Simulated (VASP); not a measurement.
A run of VASP 6.6.1 is set up as follows.

File INCAR:

```
PREC = Accurate
ENCUT = 520
EDIFF = 1E-7
ISMEAR = 0
SIGMA = 0.1
LREAL = False
LASPH = True
NELM = 80
ALGO = Normal
ISIF = 2
LWAVE = False
LCHARG = False
GGA = PE
NBANDS = 20
```

Contents of KPOINTS:

```
Automatic mesh
0
Gamma
  14 14 10
```

File POSCAR:

```
Cu2H3
1.0
    2.1242201110     -2.0711473395     -0.0074127710
    2.1242201110      2.0711473395     -0.0074127710
   -1.5608119540      0.0000000000      4.2569370378
Cu H
2 3
Direct
    0.1471044549      0.2059982588      0.7820806211
    0.7940017412      0.8528955451      0.2179193789
    0.3551585611      0.0135887993      0.4085491408
    0.9864112007      0.6448414389      0.5914508592
    0.7185479821      0.2814520179      0.0000000000
```

Potentials or basis: VASP PAW PBE potentials, release 64 (Cu, H).

The run is started by

```console
$ cat potpaw_PBE.64/Cu/POTCAR potpaw_PBE.64/H/POTCAR > POTCAR
$ mpirun -np 1 vasp_std > vasp.out
```

(1) Predict the largest force.

(2) Estimate the band gap on the k mesh.

(3) Estimate the pressure.

Results:

(1) 0.012 eV/Å.

(2) zero (an odd number of electrons rules out a gap without spin polarisation).

(3) 0.2 GPa.
